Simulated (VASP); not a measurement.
# PbSe: single point with PBEsol

The system is PbSe, a slab with vacuum.

```xyz
4
Lattice="4.4149 0.0000 0.0000 -0.0103 4.4149 0.0000 -2.2023 -2.2074 12.0008" Properties=species:S:1:pos:R:3 pbc="T T T"
Pb    2.1751    2.2102    7.4023
Pb    0.0030   -0.0057    4.6126
Se   -0.0950    0.0532    7.4731
Se    2.1264    2.2827    4.5184
```

| Quantity | Value |
| --- | --- |
| Program | VASP 6.6.1 |
| Task | single point |
| Functional | PBEsol |
| Potentials or basis | VASP PAW PBE potentials, release 64 (Pb_d, Se) |
| Cutoff | 520 eV |
| k mesh | 2 × 2 × 1 |
| Occupations | gaussian, width 0.01 eV |
| Spin | no spin polarisation |

* Largest force: 1.153 eV/Å
* Band gap on the k mesh: 1.49 eV, direct

Forces on the atoms (eV/Å):
```
Pb   0.198 -0.154 -0.832
Pb   0.195 -0.198  0.735
Se  -0.162  0.185 -1.020
Se  -0.231  0.167  1.117
```

Levels at points of the mesh, in eV from the valence-band top:
```tsv
k point	band 17	band 18	band 19	band 20	band 21	band 22	band 23	band 24
(0.00, 0.00, 0.00)	-2.20	-1.26	-1.26	-0.39	2.14	4.00	4.47	4.79
(0.50, 0.00, 0.00)	-0.78	-0.77	-0.04	0.00	1.49	1.55	2.44	2.49
(0.00, 0.50, 0.00)	-0.79	-0.76	-0.04	0.00	1.50	1.55	2.43	2.50
(0.50, 0.50, 0.00)	-2.67	-2.66	-1.26	-1.25	3.52	3.60	5.07	5.08
```

Run time: 23 s on 1 thread of Intel(R) Xeon(R) 6975P-C (Granite Rapids), with other jobs on the host, peak memory 0.33 GiB.

Caveat: the k points lie up to 0.72 Å⁻¹ apart; the PAW data sets were made with another functional, which shifts forces and pressure a little; spin-orbit coupling is left out, which moves the levels of the heavy elements.
